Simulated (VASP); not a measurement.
Set up this calculation in VASP 6.6.1, as the native input.

* Task: single point
* Functional: PBEsol
* Potentials or basis: VASP PAW PBE potentials, release 64 (Pt, Al)
* Cutoff: 520 eV
* k mesh: 6 × 6 × 6
* Occupations: fermi-dirac, width 0.05 eV
* Spin: no spin polarisation
* Dipole correction: no
* Further INCAR settings: ALGO = Normal; EDIFF = 1e-07; NBANDS = 36

The structure of AlPt lies in POSCAR:

```
AlPt
1.0
    4.8687230715      0.0000000000      0.0000000000
    0.0000000000      4.8687230715      0.0000000000
    0.0000000000      0.0000000000      4.8687230715
Pt Al
4 4
Direct
    0.8459392046      0.6540607954      0.3459392046
    0.6540607954      0.3459392046      0.8459392046
    0.3459392046      0.8459392046      0.6540607954
    0.1540607954      0.1540607954      0.1540607954
    0.1558240242      0.3441759758      0.6558240242
    0.3441759758      0.6558240242      0.1558240242
    0.6558240242      0.1558240242      0.3441759758
    0.8441759758      0.8441759758      0.8441759758
```

One way to write it, as run:

INCAR

```
SYSTEM = AlPt
PREC     = Accurate       ! precision mode
ENCUT    = 520            ! plane-wave cutoff, eV
EDIFF    = 1E-7           ! SCF threshold, eV
ISMEAR   = -1             ! smearing method
SIGMA    = 0.05           ! smearing width, eV
LREAL    = .False.        ! projectors in reciprocal space
LASPH    = .True.         ! aspherical terms in the spheres
NELM     = 80             ! most SCF steps
ALGO     = Normal         ! electronic algorithm
ISIF     = 2              ! what is computed and relaxed
LWAVE    = .False.        ! write WAVECAR
LCHARG   = .False.        ! write CHGCAR
GGA      = PS             ! functional
NBANDS   = 36             ! bands
```

KPOINTS

```
Automatic mesh
0
Gamma
  6 6 6
  0 0 0
```

Potentials or basis: VASP PAW PBE potentials, release 64 (Pt, Al).

Command:

```console
$ cat potpaw_PBE.64/Pt/POTCAR potpaw_PBE.64/Al/POTCAR > POTCAR
$ mpirun -np 1 vasp_std > vasp.out
```

It gave:

The pressure is -0.1 GPa and the largest force is 0.007 eV/Å. The band gap on the k mesh is zero (bands 26 and 27 overlap by 1.15 eV).

Caveat: the PAW data sets were made with another functional, which shifts forces and pressure a little; spin-orbit coupling is left out, which moves the levels of the heavy elements.

Run time: 31 s on 1 thread of Intel(R) Xeon(R) 6975P-C (Granite Rapids), on a shared host, peak memory 0.25 GiB.
